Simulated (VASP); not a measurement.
# PbS in VASP: a series of runs, part 2 of 2

VASP 6.6.1. Earlier steps stand in the parts before.

## (4) Single point, PBEsol (volume scaled by 1.02)

The input, INCAR:

```
SYSTEM = PbS
ALGO = Normal
EDIFF = 1E-7
ENCUT = 520
GGA = PS
ISIF = 2
ISMEAR = -1
LASPH = .True.
LCHARG = .False.
LREAL = .False.
LWAVE = .False.
NBANDS = 28
NELM = 100
PREC = Accurate
SIGMA = 0.01
```

The input, KPOINTS:

```
k-points
0
Gamma
  7 7 3
  0 0 0
```

The input, POSCAR:

```
PbS
1.0
    2.9599740775     -2.9192058577      0.0000000000
    2.9599740775      2.9192058577      0.0000000000
   -1.0872028575      0.0000000000     11.7868372268
Pb S
2 2
Direct
    0.7756000000      0.7756000000      0.6363800000
    0.2244000000      0.2244000000      0.3636200000
    0.2684000000      0.2684000000      0.5986000000
    0.7316000000      0.7316000000      0.4014000000
```

Potentials or basis: VASP PAW PBE potentials, release 64 (Pb_d, S).

Started as:

```sh
> cat potpaw_PBE.64/Pb_d/POTCAR potpaw_PBE.64/S/POTCAR > POTCAR
> mpirun -np 1 vasp_std > vasp.out
```

OUTCAR:

```text
SYSTEM = PbS
   EDIFF = 1E-7
   ENCUT = 520
   GGA = PS
   ISIF = 2
   ISMEAR = -1
   LASPH = .True.
   LREAL = .False.
   NELM = 100
   PREC = Accurate

 ion  position               nearest neighbor table
   1  0.776  0.776  0.636-   4 2.77   3 2.95   3 2.95   3 2.99   3 2.99
   2  0.224  0.224  0.364-   3 2.77   4 2.95   4 2.95   4 2.99   4 2.99
   3  0.268  0.268  0.599-   2 2.77   1 2.95   1 2.95   1 2.99   1 2.99
   4  0.732  0.732  0.401-   1 2.77   2 2.95   2 2.95   2 2.99   2 2.99

  LATTYP: Found a base centered monoclinic cell.
 ALAT       =     5.9199481550
 B/A-ratio  =     0.9862268322
[... 944 lines left out ...]
  -------------------------------------------------------------------------------------
  Total       -1.9249986     -0.9390149     -3.1629679      0.0000000      0.0000000     -0.0126888
  in kB      -15.1412277     -7.3858953    -24.8785720      0.0000000      0.0000000     -0.0998044
  external PRESSURE =     -15.8018983 kB  Pullay stress =       0.0000000 kB

 VOLUME and BASIS-vectors are now :
 -----------------------------------------------------------------------------
  energy-cutoff  :      520.00
  volume of cell :      203.69
      direct lattice vectors                 reciprocal lattice vectors
     2.959974078 -2.919205858  0.000000000     0.168920398 -0.171279459  0.015581002
     2.959974078  2.919205858  0.000000000     0.168920398  0.171279459  0.015581002
    -1.087202857  0.000000000 11.786837227     0.000000000  0.000000000  0.084840401

 POSITION                                       TOTAL-FORCE (eV/Angst)
 -----------------------------------------------------------------------------------
      3.89964      0.00000      7.50091        -0.001289      0.000000     -0.801365
      0.93311      0.00000      4.28593         0.001289      0.000000      0.801365
      0.93811      0.00000      7.05560        -0.004447      0.000000     -0.231100
      3.89463      0.00000      4.73124         0.004447      0.000000      0.231100
 -----------------------------------------------------------------------------------
    total drift:                                0.000000      0.000000      0.000000

  FREE ENERGIE OF THE ION-ELECTRON SYSTEM (eV)
  ---------------------------------------------------
  free  energy   TOTEN  =       -18.3863916089 eV

  energy  without entropy=      -18.3863916089  energy(sigma->0) =      -18.38639161
```

OSZICAR:

```text
N       E                     dE             d eps       ncg     rms          rms(c)
DAV:   1     0.401471969133E+03    0.40147E+03   -0.17643E+04  2496   0.129E+03
DAV:   2     0.311687981089E+02   -0.37030E+03   -0.35981E+03  2612   0.347E+02
DAV:   3    -0.172573602539E+02   -0.48426E+02   -0.47611E+02  3232   0.150E+02
[... 10 lines left out ...]
DAV:  14    -0.183861876894E+02   -0.46846E-03   -0.93180E-05  2600   0.557E-02    0.301E-02
DAV:  15    -0.183863859179E+02   -0.19823E-03   -0.67223E-05  2544   0.424E-02    0.112E-02
DAV:  16    -0.183863910691E+02   -0.51512E-05   -0.78525E-06  2840   0.159E-02    0.781E-03
DAV:  17    -0.183863914414E+02   -0.37230E-06   -0.72207E-07  2456   0.489E-03    0.235E-03
DAV:  18    -0.183863916105E+02   -0.16913E-06   -0.47310E-07  2216   0.338E-03    0.137E-03
DAV:  19    -0.183863916089E+02    0.16239E-08   -0.43663E-08  2600   0.155E-03
   1 F= -.18386392E+02 E0= -.18386392E+02  d E =-.400114E-11
```

stdout:

```text
POSCAR found type information on POSCAR PbS
 POSCAR found :  2 types and       4 ions
 scaLAPACK will be used
 -----------------------------------------------------------------------------
|                                                                             |
|                                                                             |
|     You enforced a specific xc type in the INCAR file but a different       |
|     I HOPE YOU KNOW WHAT YOU ARE DOING!                                     |
|                                                                             |
 -----------------------------------------------------------------------------

 LDA part: xc-table for (Slater+PW92), standard interpolation
 POSCAR, INCAR and KPOINTS ok, starting setup
 FFT: planning ... GRIDC
 FFT: planning ... GRID_SOFT
 FFT: planning ... GRID
 WAVECAR not read
 entering main loop
```

Wall time 1.9 min (1 thread of Intel Xeon 6975P-C (Granite Rapids), shared host); peak memory 0.41 GiB.

What came out:

```yaml
Free_energy: -18.3864 eV
Largest_force: 0.801 eV/Å
Band_gap_on_the_k_mesh: 1.31 eV, direct
```

Forces on the atoms (eV/Å):
```
Pb  -0.001  0.000 -0.801
Pb   0.001  0.000  0.801
S   -0.004  0.000 -0.231
S    0.004  0.000  0.231
```

Caveat: the PAW data sets were made with another functional, which shifts forces and pressure a little; spin-orbit coupling is left out, which moves the levels of the heavy elements.

## (5) Summary

| cell | gap on the mesh (eV) | largest force (eV/Å) |
| --- | --- | --- |
| a = 4.074, b = 4.074, c = 11.600 Å, angles 93.7, 93.7, 89.2°, 4 atoms | 1.20 | 0.39 |
| a = 4.116, b = 4.116, c = 11.720 Å, angles 93.7, 93.7, 89.2°, 4 atoms | 1.26 | 0.61 |
| a = 4.157, b = 4.157, c = 11.837 Å, angles 93.7, 93.7, 89.2°, 4 atoms | 1.31 | 0.80 |

Alike in all rows: task single point; level PBEsol; potentials or basis VASP PAW PBE potentials, release 64 (Pb_d, S); no spin polarisation; k mesh 7 × 7 × 3; cutoff (eV) 520; smearing fermi-dirac 0.01 eV.

Caveats: the PAW data sets were made with another functional, which shifts forces and pressure a little; spin-orbit coupling is left out, which moves the levels of the heavy elements.

Absolute energies hang on the potentials; compare differences alone.
